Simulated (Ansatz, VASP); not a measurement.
**BiTe: VASP beside Ansatz**

INCAR

```
SYSTEM = BiTe
PREC = Accurate
ENCUT = 520
EDIFF = 1E-6
ISMEAR = -5
SIGMA = 0.1
LREAL = .FALSE.
LASPH = .TRUE.
NELM = 150
ALGO = Normal
ISIF = 2
LWAVE = .FALSE.
LCHARG = .TRUE.
LNONCOLLINEAR = .TRUE.
MAGMOM = 0 0 0.5 0 0 0
LORBIT = 11
GGA = RE
IVDW = 13
LVHAR = .TRUE.
NBANDS = 33
```

The input KPOINTS:

```
regular mesh
0
G
  7 7 7
  0 0 0
```

POSCAR

```
BiTe
1.0
    0.0000000000      3.1689610617      3.1689610617
    3.1689610617      0.0000000000      3.1689610617
    3.1689610617      3.1689610617      0.0000000000
Bi Te
1 1
Direct
    0.0000000000      0.0000000000      0.0000000000
    0.5000000000      0.5000000000      0.5000000000
```

input.yaml

```yaml
crystal:
  lattice:
    - [0.0, 3.1689610617, 3.1689610617]
    - [3.1689610617, 0.0, 3.1689610617]
    - [3.1689610617, 3.1689610617, 0.0]
  atoms:
    - { symbol: Bi, position: [0.0, 0.0, 0.0], spin: 0.5, spin_axis: [0.0, 0.0, 0.5] }
    - { symbol: Te, position: [0.5, 0.5, 0.5] }
hamiltonian:
  xc: revpbe
  pseudopotentials: { kind: paw }
  dispersion: d4
magnetization:
  noncollinear: true
  spin_orbit: false
kpoints:
  mp_grid: { grid: [7, 7, 7] }
scf:
  occupations: { method: tetrahedron }
output:
  forces: true
  stress: true
```

Alike in both runs: task single point; functional revPBE; dispersion D4; k mesh 7 × 7 × 7; occupations tetrahedron; non-collinear spin.

|  | VASP | Ansatz |
| --- | --- | --- |
| version | VASP 6.6.1 | Ansatz 0.2.0 |
| potentials or method | VASP PAW PBE potentials, release 64 (Bi_d, Te) | Ansatz PAW |
| plane-wave cutoff (eV) | 520 | 420 |
| valence electrons in the cell | 21 | 31 |

|  | VASP | Ansatz | Ansatz less VASP |
| --- | --- | --- | --- |
| gap on the k mesh at the Fermi level (eV) | none | none | - |
| pressure (GPa) | 1.4 | 1.3 | -0.08 |
| traceless stress, the component that is largest in VASP (GPa) | -0.08 | 0.00 | +0.080 |
| net moment per atom (μB) | 0.13 | 0.00 | -0.129 |
| size of the moment on the site where the two differ most (μB) | 0.12 | 0.00 | -0.119 |

The net moments are unlike, so the other rows may belong to different states. VASP's potentials were made for PBE, not for revPBE. Site moments also hang on the region over which each program counts them. A gap of «none» marks a metal or a gap that the smearing closes. VASP's potentials hold 21 valence electrons a cell and Ansatz's 31, so a difference there can come from the potentials and not from the codes.

Neither program's run includes spin-orbit coupling.
